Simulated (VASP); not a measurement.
# Nd2Y2Cl (P-3m1) in VASP: a series of runs, part 2 of 2

VASP 6.6.1.

**3. Relaxation of shape and atoms at fixed volume, PBE (30.20 Å³/atom)**

This run uses another cell than the first one, of 30.20 Å³/atom.

The input, INCAR:

```
PREC = Accurate ; ENCUT = 500
EDIFF = 1E-7 ; ISMEAR = 0
SIGMA = 0.1 ; LREAL = F
LASPH = T ; NELM = 200
ALGO = Normal ; ISIF = 4
LWAVE = F ; LCHARG = F
GGA = PE ; IBRION = 2
NSW = 50 ; EDIFFG = -0.01
GGA_COMPAT = F ; NELMIN = 4
LMAXMIX = 6
```

The input, KPOINTS:

```
Automatic mesh
0
Gamma
  12 12 4
```

The input, POSCAR:

```
Nd2Y2Cl
1.0
    3.6726972051      0.0000000000      0.0000000000
   -1.8363486026      3.1806490801      0.0000000000
    0.0000000000      0.0000000000     12.9250969363
Nd Y Cl
2 2 1
Direct
    0.3333333333      0.6666666667      0.8272577247
    0.6666666667      0.3333333333      0.1727422753
    0.3333333333      0.6666666667      0.3906480186
    0.6666666667      0.3333333333      0.6093519814
    0.0000000000      0.0000000000      0.0000000000
```

Potentials or basis: VASP PAW PBE potentials, release 64 (Nd_3, Y_sv, Cl), 4f in core.

On the command line:

```console
> cat potpaw_PBE.64/Nd_3/POTCAR potpaw_PBE.64/Y_sv/POTCAR potpaw_PBE.64/Cl/POTCAR > POTCAR
> mpirun -np 1 vasp_std > vasp.out
```

It took 12 min on 1 thread of Intel Xeon Platinum 8259CL at 2.50GHz (Skylake/Cascade Lake), shared host; peak memory 0.48 GiB.

The run converged. Its results:

```yaml
Free_energy: -26.8210 eV
Energy_gained_by_relaxing: 0.1 meV/atom
Ionic_steps: 3
Pressure_after_relaxing: 1.3 GPa
Largest_force_after_relaxing: 0.008 eV/Å
Band_gap_on_the_k_mesh: zero (an odd number of electrons rules out a gap without spin polarisation)
```

Forces in eV/Å, atoms in the order of the input:
```
Nd   0.000  0.000 -0.005
Nd   0.000  0.000  0.005
Y    0.000  0.000  0.008
Y    0.000  0.000 -0.008
Cl   0.000  0.000  0.000
```

Step by step:
```tsv
step	energy change (eV)	largest force (eV/Å)	pressure (GPa)	volume (Å³)
1	0.0000	0.0533	1.33	150.99
2	-0.0004	0.0340	1.31	150.99
3	-0.0006	0.0080	1.30	150.99
```

Final structure:
```
Nd Y Cl
1.0
     3.66834    0.00000    0.00000
    -1.83417    3.17687    0.00000
     0.00000    0.00000   12.95583
Nd Y Cl
2 2 1
Direct
  0.33333 0.66667 0.82749
  0.66667 0.33333 0.17251
  0.33333 0.66667 0.39112
  0.66667 0.33333 0.60888
  0.00000 0.00000 0.00000
```

Levels at points of the mesh, in eV from the Fermi level:
| k point | band 24 | band 25 | band 26 | band 27 | band 28 | band 29 |
| --- | --- | --- | --- | --- | --- | --- |
| (0.00, 0.00, 0.00) | -1.48 | 0.47 | 1.11 | 1.13 | 1.13 | 1.55 |
| (0.50, 0.00, 0.00) | -0.99 | -0.62 | -0.14 | -0.04 | 0.70 | 1.32 |
| (0.00, 0.00, 0.50) | -1.48 | 0.72 | 0.81 | 1.20 | 1.20 | 1.45 |
| (0.50, 0.00, 0.50) | -1.22 | -0.33 | -0.23 | 0.00 | 0.68 | 1.21 |

Caveat: spin-orbit coupling is left out, which moves the levels of the heavy elements; the 4f electrons are frozen in the core, so they carry no moment and show no levels; an odd number of electrons without spin polarisation forces a metal; a magnetic or distorted state may lie lower; the run has no spin polarisation, though such a crystal can be magnetic. Spin polarisation is off, so any magnetic state and its effect on volume and gap are missing.

**4. Relaxation of shape and atoms at fixed volume, PBE (27.40 Å³/atom)**

This run uses another cell than the first one, of 27.40 Å³/atom.

The input, INCAR:

```
  ALGO = Normal
  EDIFF = 1E-7
  EDIFFG = -0.01
  ENCUT = 500
  GGA = PE
  GGA_COMPAT = F
  IBRION = 2
  ISIF = 4
  ISMEAR = 0
  LASPH = T
  LCHARG = F
  LMAXMIX = 6
  LREAL = F
  LWAVE = F
  NELM = 200
  NELMIN = 4
  NSW = 50
  PREC = Accurate
  SIGMA = 0.1
```

The input, KPOINTS:

```
k-points
0
Gamma
  12 12 4
```

The input, POSCAR:

```
Nd2Y2Cl
1.0
    3.5423856336      0.0000000000      0.0000000000
   -1.7711928168      3.0677959487      0.0000000000
    0.0000000000      0.0000000000     12.6044331721
Nd Y Cl
2 2 1
Direct
    0.3333333333      0.6666666667      0.8269513706
    0.6666666667      0.3333333333      0.1730486294
    0.3333333333      0.6666666667      0.3919089460
    0.6666666667      0.3333333333      0.6080910540
    0.0000000000      0.0000000000      0.0000000000
```

On the command line:

```console
> cat potpaw_PBE.64/Nd_3/POTCAR potpaw_PBE.64/Y_sv/POTCAR potpaw_PBE.64/Cl/POTCAR > POTCAR
> mpirun -np 1 vasp_std > vasp.out
```

It took 14 min on 1 thread of Intel Xeon Platinum 8488C (Sapphire Rapids), shared host; peak memory 0.46 GiB.

Results (log left out):

* Free energy: -26.5042 eV
* Energy gained by relaxing: 0.2 meV/atom
* Ionic steps: 5
* Pressure after relaxing: 6.2 GPa
* Band gap on the k mesh: zero (an odd number of electrons rules out a gap without spin polarisation)

Forces in eV/Å, atoms in the order of the input:
```
Nd   0.000  0.000  0.002
Nd   0.000  0.000 -0.002
Y    0.000  0.000  0.003
Y    0.000  0.000 -0.003
Cl   0.000  0.000  0.000
```

Step by step:
```tsv
step	energy change (eV)	largest force (eV/Å)	pressure (GPa)	volume (Å³)
1	0.0000	0.0614	6.28	136.98
2	-0.0006	0.0380	6.26	136.98
3	-0.0010	0.0175	6.23	136.98
4	-0.0010	0.0127	6.23	136.98
5	-0.0011	0.0026	6.22	136.98
```

Final structure:
```xyz
5
Lattice="3.5350 0.0000 0.0000 -1.7675 3.0614 0.0000 0.0000 0.0000 12.6572" Properties=species:S:1:pos:R:3 pbc="T T T"
Nd    0.0000    2.0409   10.4635
Nd    1.7675    1.0205    2.1938
Y     0.0000    2.0409    4.9694
Y     1.7675    1.0205    7.6878
Cl   -1.7675    3.0614    0.0000
```

Levels at points of the mesh, in eV from the Fermi level:
| k point | band 21 | band 22 | band 23 | band 24 | band 25 | band 26 | band 27 | band 28 | band 29 | band 30 |
| --- | --- | --- | --- | --- | --- | --- | --- | --- | --- | --- |
| (0.00, 0.00, 0.00) | -4.25 | -2.66 | -2.28 | -1.56 | 0.62 | 1.07 | 1.19 | 1.19 | 1.64 | 1.64 |
| (0.50, 0.00, 0.00) | -1.96 | -1.80 | -1.58 | -1.07 | -0.75 | -0.21 | -0.03 | 0.84 | 1.46 | 1.76 |
| (0.00, 0.00, 0.50) | -4.13 | -3.00 | -2.13 | -1.50 | 0.69 | 1.00 | 1.26 | 1.26 | 1.54 | 1.54 |
| (0.50, 0.00, 0.50) | -2.00 | -1.68 | -1.56 | -1.40 | -0.40 | -0.21 | -0.02 | 0.71 | 1.38 | 1.52 |

Caveat: spin-orbit coupling is left out, which moves the levels of the heavy elements; the 4f electrons are frozen in the core, so they carry no moment and show no levels; an odd number of electrons without spin polarisation forces a metal; a magnetic or distorted state may lie lower; the run has no spin polarisation, though such a crystal can be magnetic.

**5. Relaxation of shape and atoms at fixed volume, PBE (28.33 Å³/atom)**

This run uses another cell than the first one, of 28.33 Å³/atom.

The input, INCAR:

```
SYSTEM = Nd2Y2Cl
ALGO = Normal
EDIFF = 1E-7
EDIFFG = -0.01
ENCUT = 500
GGA = PE
GGA_COMPAT = .False.
IBRION = 2
ISIF = 4
ISMEAR = 0
LASPH = .True.
LCHARG = .False.
LMAXMIX = 6
LREAL = .False.
LWAVE = .False.
NELM = 200
NELMIN = 4
NSW = 50
PREC = Accurate
SIGMA = 0.1
```

The input, KPOINTS:

```
k-points
0
Gamma
  12 12 4
  0 0 0
```

The input, POSCAR:

```
Nd2Y2Cl
1.0
    3.5873621611      0.0000000000      0.0000000000
   -1.7936810806      3.1067467641      0.0000000000
    0.0000000000      0.0000000000     12.7093479580
Nd Y Cl
2 2 1
Direct
    0.3333333333      0.6666666667      0.8271519145
    0.6666666667      0.3333333333      0.1728480855
    0.3333333333      0.6666666667      0.3914592249
    0.6666666667      0.3333333333      0.6085407751
    0.0000000000      0.0000000000      0.0000000000
```

On the command line:

```console
> cat potpaw_PBE.64/Nd_3/POTCAR potpaw_PBE.64/Y_sv/POTCAR potpaw_PBE.64/Cl/POTCAR > POTCAR
> mpirun -np 1 vasp_std > vasp.out
```

Wall time 17 min (1 thread of Intel Xeon Platinum 8488C (Sapphire Rapids), shared host); peak memory 0.46 GiB.

It converged, with:

```
Free energy               : -26.6586 eV
Energy gained by relaxing : 0.2 meV/atom
Ionic steps               : 6
Pressure after relaxing   : 4.4 GPa
Band gap on the k mesh    : zero (an odd number of electrons rules out a gap without spin polarisation)
```

The path:
| step | energy change (eV) | largest force (eV/Å) | pressure (GPa) | volume (Å³) |
| --- | --- | --- | --- | --- |
| 1 | 0.0000 | 0.0572 | 4.40 | 141.65 |
| 2 | -0.0005 | 0.0357 | 4.39 | 141.65 |
| 3 | -0.0008 | 0.0134 | 4.36 | 141.65 |
| 4 | -0.0008 | 0.0140 | 4.36 | 141.65 |
| 5 | -0.0008 | 0.0107 | 4.36 | 141.65 |
| 6 | -0.0008 | 0.0017 | 4.36 | 141.65 |

Final structure:
```
Nd Y Cl
1.0
     3.58102    0.00000    0.00000
    -1.79051    3.10126    0.00000
     0.00000    0.00000   12.75438
Nd Y Cl
2 2 1
Direct
  0.33333 0.66667 0.82701
  0.66667 0.33333 0.17299
  0.33333 0.66667 0.39213
  0.66667 0.33333 0.60787
  0.00000 0.00000 0.00000
```

Levels at points of the mesh, in eV from the Fermi level:
```csv
k point,band 22,band 23,band 24,band 25,band 26,band 27,band 28,band 29
"(0.00, 0.00, 0.00)",-2.65,-2.27,-1.54,0.56,1.08,1.17,1.17,1.61
"(0.50, 0.00, 0.00)",-1.75,-1.52,-1.04,-0.71,-0.18,-0.03,0.78,1.41
"(0.00, 0.00, 0.50)",-3.00,-2.07,-1.49,0.70,0.92,1.24,1.24,1.51
"(0.50, 0.00, 0.50)",-1.64,-1.48,-1.34,-0.37,-0.21,-0.01,0.70,1.31
```

Caveat: spin-orbit coupling is left out, which moves the levels of the heavy elements; the 4f electrons are frozen in the core, so they carry no moment and show no levels; an odd number of electrons without spin polarisation forces a metal; a magnetic or distorted state may lie lower; the run has no spin polarisation, though such a crystal can be magnetic.

**6. Overview**

```csv
cell,gap on the mesh (eV),pressure (GPa),largest force (eV/Å)
"relaxed from a = 3.631, b = 3.631, c = 12.815 Å, angles 90.0, 90.0, 120.0°, 5 atoms",none,2.7,0.01
"relaxed from a = 3.673, b = 3.673, c = 12.925 Å, angles 90.0, 90.0, 120.0°, 5 atoms",none,1.3,0.01
"relaxed from a = 3.542, b = 3.542, c = 12.604 Å, angles 90.0, 90.0, 120.0°, 5 atoms",none,6.2,-
"relaxed from a = 3.587, b = 3.587, c = 12.709 Å, angles 90.0, 90.0, 120.0°, 5 atoms",none,4.4,-
```

Alike in all rows: task relaxation of shape and atoms at fixed volume; level PBE; potentials or basis VASP PAW PBE potentials, release 64 (Nd_3, Y_sv, Cl), 4f in core; no spin polarisation; k mesh 12 × 12 × 4; cutoff (eV) 500; smearing gaussian 0.1 eV.

Caveats: spin-orbit coupling is left out, which moves the levels of the heavy elements; the 4f electrons are frozen in the core, so they carry no moment and show no levels; an odd number of electrons without spin polarisation forces a metal; a magnetic or distorted state may lie lower; the run has no spin polarisation, though such a crystal can be magnetic.

Total energies depend on the potentials used, so only differences within one code and one set of settings carry meaning.
